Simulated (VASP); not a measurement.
# Zr in VASP: single point with PBE

Aim: the single point of Zr with PBE.

Everything below comes from runs of VASP 6.6.1. Logs are shortened: lines on timing, memory, paths and dates and some standing lists are left out, and cuts for length are marked.

**1. The cell of the first run**

The cell holds a cluster in a box, 1 atom: a = 9.000 Å, b = 9.100 Å, c = 9.200 Å, α = 90.00°, β = 90.00°, γ = 90.00°.

**2. Single point, PBE, collinear spin, ferromagnetic start**

INCAR

```
SYSTEM = Zr
PREC = Accurate ; ENCUT = 400
EDIFF = 1E-6 ; ISMEAR = -1
SIGMA = 0.1 ; LREAL = .FALSE.
LASPH = .TRUE. ; NELM = 200
ALGO = Normal ; ISIF = 2
LWAVE = .FALSE. ; LCHARG = .FALSE.
ISPIN = 2 ; MAGMOM = 2.5
LORBIT = 11 ; LMAXMIX = 4
GGA = PE ; NBANDS = 16
GGA_COMPAT = .FALSE.
```

KPOINTS

```
Automatic mesh
0
G
  1 1 1
  0 0 0
```

POSCAR

```
Zr
1.0
    9.0000000000      0.0000000000      0.0000000000
    0.0000000000      9.1000000000      0.0000000000
    0.0000000000      0.0000000000      9.2000000000
Zr
1
Direct
    0.5130000000      0.5065000000      0.4956666667
```

Potentials or basis: VASP PAW PBE potentials, release 64 (Zr_sv).

The run is started by

```sh
> cat potpaw_PBE.64/Zr_sv/POTCAR > POTCAR
> mpirun -np 1 vasp_gam > vasp.out
```

OUTCAR:

```text
SYSTEM = Zr
   PREC = Accurate
   ENCUT = 400
   EDIFF = 1E-6
   ISMEAR = -1
   LREAL = .FALSE.
   LASPH = .TRUE.
   NELM = 200
   ISIF = 2
   ISPIN = 2
   LORBIT = 11
   GGA = PE

 ion  position               nearest neighbor table
   1  0.513  0.507  0.496-

  LATTYP: Found a simple orthorhombic cell.
 ALAT       =     9.0000000000
 B/A-ratio  =     1.0111111111
 C/A-ratio  =     1.0222222222

  Lattice vectors:

 A1 = (   9.0000000000,   0.0000000000,   0.0000000000)
 A2 = (   0.0000000000,   9.1000000000,   0.0000000000)
 A3 = (   0.0000000000,   0.0000000000,   9.2000000000)

Analysis of symmetry for initial positions (statically):
=====================================================================
 Subroutine PRICEL returns:
 Original cell was already a primitive cell.

 Routine SETGRP: Setting up the symmetry group for a
 simple orthorhombic supercell.

 Subroutine GETGRP returns: Found  8 space group operations
 (whereof  1 operations were pure point group operations)
 out of a pool of  8 trial point group operations.

The static configuration has the point symmetry C_1 .
 The point group associated with its full space group is D_2h.

Analysis of symmetry for dynamics (positions and initial velocities):
=====================================================================
 Subroutine PRICEL returns:
 Original cell was already a primitive cell.

 Routine SETGRP: Setting up the symmetry group for a
 simple orthorhombic supercell.

 Subroutine GETGRP returns: Found  8 space group operations
 (whereof  1 operations were pure point group operations)
 out of a pool of  8 trial point group operations.

The dynamic configuration has the point symmetry C_1 .
 The point group associated with its full space group is D_2h.

Analysis of structural, dynamic, and magnetic symmetry:
=====================================================================
 Subroutine PRICEL returns:
 Original cell was already a primitive cell.

 Routine SETGRP: Setting up the symmetry group for a
 simple orthorhombic supercell.

 Subroutine GETGRP returns: Found  8 space group operations
 (whereof  1 operations were pure point group operations)
 out of a pool of  8 trial point group operations.

The overall configuration has the point symmetry C_1 .
 The point group associated with its full space group is D_2h.

 Subroutine INISYM returns: Found  8 space group operations
 (whereof  1 operations are pure point group operations),
 and found     1 'primitive' translations

----------------------------------------------------------------------------------------

                                     Primitive cell

  volume of cell :     753.4800

  direct lattice vectors                    reciprocal lattice vectors
     9.000000000  0.000000000  0.000000000     0.111111111  0.000000000  0.000000000
     0.000000000  9.100000000  0.000000000     0.000000000  0.109890110  0.000000000
     0.000000000  0.000000000  9.200000000     0.000000000  0.000000000  0.108695652

  length of vectors
     9.000000000  9.100000000  9.200000000     0.111111111  0.109890110  0.108695652

  position of ions in fractional coordinates (direct lattice)
     0.513000000  0.506500000  0.495666667

  ion indices of the primitive-cell ions
   primitive index   ion index
                 1           1

----------------------------------------------------------------------------------------

 KPOINTS: Automatic mesh

Automatic generation of k-mesh.
 Grid dimensions read from file:
 generate k-points for:    1    1    1

 Generating k-lattice:

  Cartesian coordinates                     Fractional coordinates (reciprocal lattice)
     0.111111111  0.000000000  0.000000000     1.000000000  0.000000000  0.000000000
     0.000000000  0.109890110  0.000000000     0.000000000  1.000000000  0.000000000
     0.000000000  0.000000000  0.108695652     0.000000000  0.000000000  1.000000000

  Length of vectors
     0.111111111  0.109890110  0.108695652

  Shift w.r.t. Gamma in fractional coordinates (k-lattice)
     0.000000000  0.000000000  0.000000000

 Subroutine IBZKPT returns following result:
 ===========================================

 Found      1 irreducible k-points:

 Following reciprocal coordinates:
            Coordinates               Weight
  0.000000  0.000000  0.000000      1.000000
   k-points           NKPTS =      1   k-points in BZ     NKDIM =      1   number of bands    NBANDS=     16
   number of dos      NEDOS =    301   number of ions     NIONS =      1
   total plane-waves  NPLWV = 216000
   dimension x,y,z NGX =    60 NGY =   60 NGZ =   60
   dimension x,y,z NGXF=   120 NGYF=  120 NGZF=  120
   ions per type =               1
   NGX,Y,Z   is equivalent  to a cutoff of  11.08, 10.96, 10.84 a.u.
   NGXF,Y,Z  is equivalent  to a cutoff of  22.17, 21.92, 21.68 a.u.
 SYSTEM =  Zr
   PREC   = accura    normal or accurate (medium, high low for compatibility)
   ISTART =      0    job   : 0-new  1-cont  2-samecut
   ICHARG =      2    charge: 1-file 2-atom 10-const
   ISPIN  =      2    spin polarized calculation?
   LNONCOLLINEAR =      F non collinear calculations
   LSORBIT =      F    spin-orbit coupling
   LASPH  =      T    aspherical Exc in radial PAW
   ENCUT  =  400.0 eV  29.40 Ry    5.42 a.u.  14.68 14.84 15.00*2*pi/ulx,y,z
   NELM   =    200;   NELMIN=  2; NELMDL= -5     # of ELM steps
   EDIFF  = 0.1E-05   stopping-criterion for ELM
   LREAL  =      F    real-space projection
   EDIFFG = 0.1E-04   stopping-criterion for IOM
   NSW    =      0    number of steps for IOM
   IBRION =     -1    ionic relax: 0-MD 1-quasi-New 2-CG
   NFREE  =      0    steps in history (QN), initial steepest desc. (CG)
   ISIF   =      2    stress and relaxation
   ISYM   =      2    0-nonsym 1-usesym 2-fastsym
   POTIM  = 0.5000    time-step for ionic-motion
   TEBEG  =    0.0;   TEEND  =   0.0 temperature during run
   PSTRESS=    0.0 pullay stress
   NELECT =      12.0000    total number of electrons
   NUPDOWN=      -1.0000    fix difference up-down
   EMIN   =  10.00;   EMAX   =-10.00  energy-range for DOS
   EFERMI =   0.00;   METHOD = LEGACY
   ISMEAR =    -1;   SIGMA  =   0.10  broadening in eV -4-tet -1-fermi 0-gaus
   EFERMI_NEDOS =   21; number of points for ismear=-14 and -15
   IALGO  =     38    algorithm
   IMIX   =      4    mixing-type and parameters
     AMIX     =   0.40;   BMIX     =  1.00
     AMIX_MAG =   1.60;   BMIX_MAG =  1.00
  volume/ion in A,a.u.               =     753.48      5084.73
  Fermi-wavevector in a.u.,A,eV,Ry     =   0.411887  0.778353  2.308240  0.169651
  Thomas-Fermi vector in A             =   1.368494
   LORBIT       =     11    0 simple, 1 ext, 2 COOP (PROOUT), +10 PAW based schemes
   GGA     = PE    functional components
   LHFCALC =     F    Hartree Fock is set to
   AEXX    =    0.0000 exact exchange contribution
   IVDW    =     0    specifies the selected vdW correction
   LEPSILON=     F    determine dielectric tensor
   LRPA    =     F    only Hartree local field effects (RPA)
 spin polarized calculation
  energy-cutoff  :      400.00
  volume of cell :      753.48
 maximum number of plane-waves:      6832
 NGX is ok and might be reduce to    60
   NGX = 29   NGY = 29   NGZ = 31

 number of electron      12.0000001 magnetization       3.1625975

 Free energy of the ion-electron system (eV)
  ---------------------------------------------------
  ext. energy  EPLUGINS =         0.00000000
  ---------------------------------------------------
  free energy    TOTEN  =        -2.35427162 eV

  energy without entropy =       -2.07800528  energy(sigma->0) =       -2.21613845

 E-fermi :  -2.8472     XC(G=0):  -1.6470

 val. band max:       -2.9054349447   @ k =   0.0000   0.0000   0.0000
 cond. band min:      -2.8144377975   @ k =   0.0000   0.0000   0.0000
 fundamental gap:      0.0909971472
 Fermi energy:        -2.8471711345

 spin component 1

 k-point     1 :       0.0000    0.0000    0.0000
  band No.  band energies     occupation
      1     -53.0360      1.00000
      2     -31.2151      1.00000
      3     -31.1423      1.00000
      4     -31.1423      1.00000
      5      -4.0356      0.99999
      6      -3.2311      0.97895
[... 8 lines left out ...]
     15       0.9278      0.00000
     16       1.0028      0.00000
 Fermi energy:        -2.8471711345

 spin component 2

 k-point     1 :       0.0000    0.0000    0.0000
  band No.  band energies     occupation
      1     -51.9055      1.00000
      2     -29.9879      1.00000
      3     -29.7674      1.00000
      4     -29.7667      1.00000
      5      -2.8144      0.41889
      6      -1.5329      0.00000
[... 8 lines left out ...]
     15       1.3206      0.00000
     16       1.3551      0.00000

------------------------ aborting loop because EDIFF is reached ----------------------------------------

  FORCE on cell =-STRESS in cart. coord.  units (eV):
  Direction    XX          YY          ZZ          XY          YZ          ZX
  --------------------------------------------------------------------------------------
  -------------------------------------------------------------------------------------
  Total       -0.2195109     -0.2079229     -0.2224191      0.0000000      0.0000000      0.0000000
  in kB       -0.4667614     -0.4421210     -0.4729454      0.0000000      0.0000000      0.0000000
  external PRESSURE =      -0.4606093 kB  Pullay stress =       0.0000000 kB

 VOLUME and BASIS-vectors are now :
 -----------------------------------------------------------------------------
  energy-cutoff  :      400.00
  volume of cell :      753.48
      direct lattice vectors                 reciprocal lattice vectors
     9.000000000  0.000000000  0.000000000     0.111111111  0.000000000  0.000000000
     0.000000000  9.100000000  0.000000000     0.000000000  0.109890110  0.000000000
     0.000000000  0.000000000  9.200000000     0.000000000  0.000000000  0.108695652

 POSITION                                       TOTAL-FORCE (eV/Angst)
 -----------------------------------------------------------------------------------
      4.61700      4.60915      4.56013         0.000000      0.000000      0.000000
 -----------------------------------------------------------------------------------
    total drift:                               -0.000005     -0.000016      0.000005

  FREE ENERGIE OF THE ION-ELECTRON SYSTEM (eV)
  ---------------------------------------------------
  free  energy   TOTEN  =        -2.3542716189 eV

  energy  without entropy=       -2.0780052815  energy(sigma->0) =       -2.21613845

 total charge

# of ion       s       p       d       tot
------------------------------------------
    1        2.234   5.855   1.706   9.795

 magnetization (x)

# of ion       s       p       d       tot
------------------------------------------
    1        0.120   0.001   1.705   1.827
```

It took 5.2 min on 1 thread of Intel Xeon 8259CL, shared host; peak memory 0.62 GiB.

What came out:

```
Free energy                                           : -2.3543 eV
Gap between the frontier levels                       : 0.09 eV
Net moment                                            : 3.16 μB per cell
Site moments                                          : Zr +1.83 μB
Valence electrons inside the program's atomic spheres : Zr 9.79
```
